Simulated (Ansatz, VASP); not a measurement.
**BAs in VASP and in Ansatz**

```xyz
4
Lattice="3.2022 0.0000 0.0000 0.0000 5.2423 0.0000 0.0000 0.0000 7.4082" Properties=species:S:1:pos:R:3 pbc="T T T"
B     0.8006    2.6211    4.1259
B     2.4017    2.6211    3.2823
As    0.8006    2.6211    2.0091
As    2.4017    2.6211    5.3991
```

Alike in both runs: functional PBE; k mesh 12 × 8 × 6; occupations gaussian, width 0.02 eV; no spin polarisation.

Ansatz relaxed the structure, and its values are those at the end. VASP's run is a single point on that final structure, the one shown.

|  | VASP | Ansatz |
| --- | --- | --- |
| version | VASP 6.6.1 | Ansatz 0.2.0 |
| potentials or method | VASP PAW PBE potentials, release 64 (B, As_d), cutoff 560 eV | scalar-relativistic, plane waves, PAW |
| valence electrons in the cell | 36 | 36 |

Ansatz gave:

| Property | Result |
| --- | --- |
| gap on the k mesh at the Fermi level (eV) | 0.35 |
| least direct gap on the mesh (eV) | 0.48 |
| pressure (GPa) | 0.0 |
| rms of the force components (eV/Å) | 0.002 |

Task: Which values does VASP return?

Result: gap on the k mesh at the Fermi level (eV): 0.36; least direct gap on the mesh (eV): 0.49; pressure (GPa): 0.0; rms of the force components (eV/Å): 0.005.

With one functional, cell and mesh, what is left measures potentials, basis and numerics.
